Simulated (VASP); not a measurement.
# C (P1) in VASP: single point with r2SCAN

Aim: the single point of C with r2SCAN.

Program: VASP 6.6.1. These are calculated values, not measurements. Logs are shortened: lines on timing, memory, paths and dates and some standing lists are left out, and cuts for length are marked.

## Step 1: The cell of the first run

The typed cell holds 8 atoms: a = 4.857 Å, b = 4.857 Å, c = 2.505 Å, α = 90.00°, β = 90.00°, γ = 128.22°.

## Step 2: Single point, r2SCAN (atom 5 (C) moved -0.450 Å towards its neighbour atom 2 (C) at 1.527 Å)

POSCAR reads:

```
C
1.0
    2.1205985457     -4.3694582406      0.0000000000
    2.1205985457      4.3694582406      0.0000000000
    0.0000000000      0.0000000000      2.5047085935
C
8
Direct
    0.6481731446      0.9813388589      0.0000000000
    0.3518268554      0.0186611411      0.0000000000
    0.0186611411      0.3518268554      0.0000000000
    0.9813388589      0.6481731446      0.0000000000
    0.4203297916      0.2875357563      0.6473711467
    0.5952645955      0.7736723475      0.5000000000
    0.7736723475      0.5952645955      0.5000000000
    0.2263276525      0.4047354045      0.5000000000
```

INCAR.step1 reads:

```
PREC = Accurate
ENCUT = 910
ISMEAR = 0
SIGMA = 0.05
LREAL = False
LASPH = True
NELM = 120
NBANDS = 26
GGA = PE
ALGO = Normal
EDIFF = 1E-5
LWAVE = True
LCHARG = False
GGA_COMPAT = False
```

INCAR.step2 reads:

```
PREC = Accurate
ENCUT = 910
EDIFF = 1E-6
ISMEAR = 0
SIGMA = 0.05
LREAL = False
LASPH = True
NELM = 120
ALGO = Normal
ISIF = 2
LWAVE = False
LCHARG = True
METAGGA = R2SCAN
LMIXTAU = True
LELF = True
LVHAR = True
NBANDS = 26
ISTART = 1
GGA_COMPAT = False
```

KPOINTS reads:

```
Automatic mesh
0
Gamma
  6 6 10
```

Potentials or basis: VASP PAW PBE potentials, release 64 (C_h).

Command:

```bash
cat potpaw_PBE.64/C_h/POTCAR > POTCAR
cp INCAR.step1 INCAR
mpirun -np 1 vasp_std > vasp.out
cp INCAR.step2 INCAR
mpirun -np 1 vasp_std > vasp.out
```

OUTCAR:

```text
PREC = Accurate
   ENCUT = 910
   EDIFF = 1E-6
   ISMEAR = 0
   LREAL = False
   LASPH = True
   NELM = 120
   ISIF = 2
   METAGGA = R2SCAN
   ISTART = 1

 ion  position               nearest neighbor table
   1  0.648  0.981  0.000-
   2  0.352  0.019  0.000-   5 1.43
   3  0.019  0.352  0.000-
   4  0.981  0.648  0.000-
   5  0.420  0.288  0.647-   8 1.42   2 1.43   7 1.46
   6  0.595  0.774  0.500-
   7  0.774  0.595  0.500-   5 1.46
   8  0.226  0.405  0.500-   5 1.42

  LATTYP: Found a base centered orthorhombic cell.
 ALAT       =     4.2411970914
 B/A-ratio  =     2.0604834656
 C/A-ratio  =     0.5905664225

  Lattice vectors:

 A1 = (   2.1205985457,  -4.3694582406,   0.0000000000)
 A2 = (   2.1205985457,   4.3694582406,   0.0000000000)
 A3 = (   0.0000000000,   0.0000000000,   2.5047085935)

Analysis of symmetry for initial positions (statically):
=====================================================================
 Subroutine PRICEL returns:
 Original cell was already a primitive cell.

 Routine SETGRP: Setting up the symmetry group for a
 base centered orthorhombic supercell.

 Subroutine GETGRP returns: Found  1 space group operations
 (whereof  1 operations were pure point group operations)
 out of a pool of  8 trial point group operations.

The static configuration has the point symmetry C_1 .

Analysis of symmetry for dynamics (positions and initial velocities):
=====================================================================
 Subroutine PRICEL returns:
 Original cell was already a primitive cell.

 Routine SETGRP: Setting up the symmetry group for a
 base centered orthorhombic supercell.

 Subroutine GETGRP returns: Found  1 space group operations
 (whereof  1 operations were pure point group operations)
 out of a pool of  8 trial point group operations.

The dynamic configuration has the point symmetry C_1 .

 Subroutine INISYM returns: Found  1 space group operations
 (whereof  1 operations are pure point group operations),
 and found     1 'primitive' translations

----------------------------------------------------------------------------------------

                                     Primitive cell

  volume of cell :      46.4166

  direct lattice vectors                    reciprocal lattice vectors
     2.120598546 -4.369458241  0.000000000     0.235782487 -0.114430662  0.000000000
     2.120598546  4.369458241  0.000000000     0.235782487  0.114430662  0.000000000
     0.000000000  0.000000000  2.504708594     0.000000000  0.000000000  0.399248041

  length of vectors
     4.856861487  4.856861487  2.504708594     0.262083494  0.262083494  0.399248041

  position of ions in fractional coordinates (direct lattice)
     0.648173145  0.981338859  0.000000000
     0.351826855  0.018661141  0.000000000
     0.018661141  0.351826855  0.000000000
     0.981338859  0.648173145  0.000000000
     0.420329792  0.287535756  0.647371147
     0.595264595  0.773672348  0.500000000
     0.773672348  0.595264595  0.500000000
     0.226327652  0.404735405  0.500000000

  ion indices of the primitive-cell ions
   primitive index   ion index
                 1           1
                 2           2
                 3           3
                 4           4
                 5           5
                 6           6
                 7           7
                 8           8

----------------------------------------------------------------------------------------

 KPOINTS: Automatic mesh

Automatic generation of k-mesh.
 Grid dimensions read from file:
 generate k-points for:    6    6   10

 Generating k-lattice:

  Cartesian coordinates                     Fractional coordinates (reciprocal lattice)
     0.039297081 -0.019071777  0.000000000     0.166666667  0.000000000  0.000000000
     0.039297081  0.019071777  0.000000000     0.000000000  0.166666667  0.000000000
     0.000000000  0.000000000  0.039924804     0.000000000  0.000000000  0.100000000

  Length of vectors
     0.043680582  0.043680582  0.039924804

  Shift w.r.t. Gamma in fractional coordinates (k-lattice)
     0.000000000  0.000000000  0.000000000

 Subroutine IBZKPT returns following result:
 ===========================================

 Found    184 irreducible k-points:

 Following reciprocal coordinates:
            Coordinates               Weight
  0.000000  0.000000  0.000000      1.000000
  0.166667  0.000000  0.000000      2.000000
  0.000000  0.166667  0.000000      2.000000
  0.333333  0.000000  0.000000      2.000000
  0.000000  0.333333  0.000000      2.000000
  0.500000  0.000000  0.000000      1.000000
[... 16 lines left out ...]
 -0.166667  0.000000  0.100000      2.000000
  0.000000  0.166667 -0.100000      2.000000
 [... further k-points ...]
   k-points           NKPTS =    184   k-points in BZ     NKDIM =    184   number of bands    NBANDS=     26
   number of dos      NEDOS =    301   number of ions     NIONS =      8
   total plane-waves  NPLWV =  64512
   dimension x,y,z NGX =    48 NGY =   48 NGZ =   28
   dimension x,y,z NGXF=    96 NGYF=   96 NGZF=   56
   ions per type =               8
   NGX,Y,Z   is equivalent  to a cutoff of  16.43, 16.43, 18.58 a.u.
   NGXF,Y,Z  is equivalent  to a cutoff of  32.86, 32.86, 37.17 a.u.
 SYSTEM =  unknown system
   PREC   = accura    normal or accurate (medium, high low for compatibility)
   ISTART =      1    job   : 0-new  1-cont  2-samecut
   ICHARG =      0    charge: 1-file 2-atom 10-const
   ISPIN  =      1    spin polarized calculation?
   LNONCOLLINEAR =      F non collinear calculations
   LSORBIT =      F    spin-orbit coupling
   LASPH  =      T    aspherical Exc in radial PAW
   ENCUT  =  910.0 eV  66.88 Ry    8.18 a.u.  11.95 11.95  6.16*2*pi/ulx,y,z
   NELM   =    120;   NELMIN=  2; NELMDL=  0     # of ELM steps
   EDIFF  = 0.1E-05   stopping-criterion for ELM
   LREAL  =      F    real-space projection
   EDIFFG = 0.1E-04   stopping-criterion for IOM
   NSW    =      0    number of steps for IOM
   IBRION =     -1    ionic relax: 0-MD 1-quasi-New 2-CG
   NFREE  =      0    steps in history (QN), initial steepest desc. (CG)
   ISIF   =      2    stress and relaxation
   ISYM   =      2    0-nonsym 1-usesym 2-fastsym
   POTIM  = 0.5000    time-step for ionic-motion
   TEBEG  =    0.0;   TEEND  =   0.0 temperature during run
   PSTRESS=    0.0 pullay stress
   NELECT =      32.0000    total number of electrons
   NUPDOWN=      -1.0000    fix difference up-down
   EMIN   =  10.00;   EMAX   =-10.00  energy-range for DOS
   EFERMI =   0.00;   METHOD = LEGACY
   ISMEAR =     0;   SIGMA  =   0.05  broadening in eV -4-tet -1-fermi 0-gaus
   EFERMI_NEDOS =   21; number of points for ismear=-14 and -15
   IALGO  =     38    algorithm
   IMIX   =      4    mixing-type and parameters
     AMIX     =   0.40;   BMIX     =  1.00
     AMIX_MAG =   1.60;   BMIX_MAG =  1.00
  volume/ion in A,a.u.               =       5.80        39.15
  Fermi-wavevector in a.u.,A,eV,Ry     =   1.446218  2.732956 28.457215  2.091546
  Thomas-Fermi vector in A             =   2.564311
   LORBIT       =      0    0 simple, 1 ext, 2 COOP (PROOUT), +10 PAW based schemes
   METAGGA = R2SCAN    functional components
   LHFCALC =     F    Hartree Fock is set to
   AEXX    =    0.0000 exact exchange contribution
   IVDW    =     0    specifies the selected vdW correction
   LEPSILON=     F    determine dielectric tensor
   LRPA    =     F    only Hartree local field effects (RPA)
 non-spin polarized calculation
 Gauss-broadening in eV      SIGMA  =   0.05
  energy-cutoff  :      910.00
  volume of cell :       46.42
 maximum number of plane-waves:      2924
   NGX = 23   NGY = 23   NGZ = 13

 number of electron      32.0000000 magnetization

 Free energy of the ion-electron system (eV)
  ---------------------------------------------------
  ext. energy  EPLUGINS =         0.00000000
  ---------------------------------------------------
  free energy    TOTEN  =       -74.89630359 eV

  energy without entropy =      -74.89622731  energy(sigma->0) =      -74.89626545

 E-fermi :  12.7768     XC(G=0): -14.0823

 val. band max:       12.7319160692   @ k =   0.5000   0.5000   0.0000
 cond. band min:      12.8346766843   @ k =   0.5000   0.5000   0.4000
 fundamental gap:      0.1027606151
 Fermi energy:        12.7768199757

 k-point     1 :       0.0000    0.0000    0.0000
  band No.  band energies     occupation
      1     -12.3050      2.00000
      2      -6.7210      2.00000
      3      -6.3008      2.00000
      4      -5.1943      2.00000
      5      -4.5362      2.00000
      6      -2.1027      2.00000
[... 18 lines left out ...]
     25      21.7190      0.00000
     26      21.7554      0.00000

 k-point     2 :       0.1667    0.0000    0.0000
  band No.  band energies     occupation
      1     -12.0948      2.00000
      2      -7.5465      2.00000
      3      -6.4164      2.00000
      4      -5.4416      2.00000
      5      -4.4160      2.00000
      6      -0.9267      2.00000
[... 18 lines left out ...]
     25      21.7626      0.00000
     26      22.3327      0.00000

 k-point     3 :       0.0000    0.1667    0.0000
  band No.  band energies     occupation
      1     -12.1045      2.00000
      2      -7.2673      2.00000
      3      -6.5826      2.00000
      4      -5.8273      2.00000
      5      -4.1307      2.00000
      6      -0.8916      2.00000
[... 572 lines left out ...]
 k-point    23 :      -0.1667    0.0000    0.1000
  band No.  band energies     occupation
      1     -11.9078      2.00000
      2      -7.3811      2.00000
      3      -6.2472      2.00000
      4      -5.3139      2.00000
      5      -4.2412      2.00000
      6      -0.7595      2.00000
[... 18 lines left out ...]
     25      21.6422      0.00000
     26      22.3609      0.00000

 k-point    24 :       0.0000    0.1667   -0.1000
  band No.  band energies     occupation
      1     -11.9168      2.00000
      2      -7.1334      2.00000
      3      -6.4136      2.00000
      4      -5.6528      2.00000
      5      -3.9442      2.00000
      6      -0.7237      2.00000
[... 18 lines left out ...]
     25      21.7169      0.00000
     26      22.7707      0.00000

 [... further k-points ...]

------------------------ aborting loop because EDIFF is reached ----------------------------------------

  FORCE on cell =-STRESS in cart. coord.  units (eV):
  Direction    XX          YY          ZZ          XY          YZ          ZX
  --------------------------------------------------------------------------------------
  -------------------------------------------------------------------------------------
  Total        2.7655703      4.3520772      3.5489843     -0.1651236      0.5762827      1.3618538
  in kB       95.4601335    150.2221296    122.5015009     -5.6996289     19.8917463     47.0075701
  external PRESSURE =     122.7279213 kB  Pullay stress =       0.0000000 kB

 VOLUME and BASIS-vectors are now :
 -----------------------------------------------------------------------------
  energy-cutoff  :      910.00
  volume of cell :       46.42
      direct lattice vectors                 reciprocal lattice vectors
     2.120598546 -4.369458241  0.000000000     0.235782487 -0.114430662  0.000000000
     2.120598546  4.369458241  0.000000000     0.235782487  0.114430662  0.000000000
     0.000000000  0.000000000  2.504708594     0.000000000  0.000000000  0.399248041

 POSITION                                       TOTAL-FORCE (eV/Angst)
 -----------------------------------------------------------------------------------
      3.45554      1.45575      0.00000         0.286129      0.969083      0.169820
      0.78566     -1.45575      0.00000        -0.029667      0.045958      1.888984
      0.78566      1.45575      0.00000        -0.070639      0.511390     -0.378914
      3.45554     -1.45575      0.00000         0.951562      0.138762      0.261279
      1.50110     -0.58024      1.62148        -4.523586     -6.718865     -5.777661
      2.90297      0.77955      1.25235         1.094002      1.260408     -0.695341
      2.90297     -0.77955      1.25235         1.832274      0.733568      2.373234
      1.33823      0.77955      1.25235         0.459925      3.059696      2.158598
 -----------------------------------------------------------------------------------
    total drift:                               -0.000082      0.000005      0.000334

  FREE ENERGIE OF THE ION-ELECTRON SYSTEM (eV)
  ---------------------------------------------------
  free  energy   TOTEN  =       -74.8963035923 eV

  energy  without entropy=      -74.8962273148  energy(sigma->0) =      -74.89626545
```

It took 16 min on 1 thread of AMD EPYC 9R45 (Zen 5), shared host; peak memory 0.45 GiB.

What came out:

```
Free energy            : -74.8963 eV
Pressure               : 12.3 GPa
Largest force          : 9.949 eV/Å
Band gap on the k mesh : 0.10 eV (least direct gap 0.98 eV)
```

Forces on the atoms (eV/Å):
```
C    0.286  0.969  0.170
C   -0.030  0.046  1.889
C   -0.071  0.511 -0.379
C    0.952  0.139  0.261
C   -4.524 -6.719 -5.778
C    1.094  1.260 -0.695
C    1.832  0.734  2.373
C    0.460  3.060  2.159
```

Caveat: the cell differs from its parent crystal (atom 5 (C) moved -0.450 Å towards its neighbour atom 2 (C) at 1.527 Å); the stress differs along the axes, from 10 to 15 GPa; the PAW data sets were made with another functional, which shifts forces and pressure a little. A k mesh can miss the band edges.
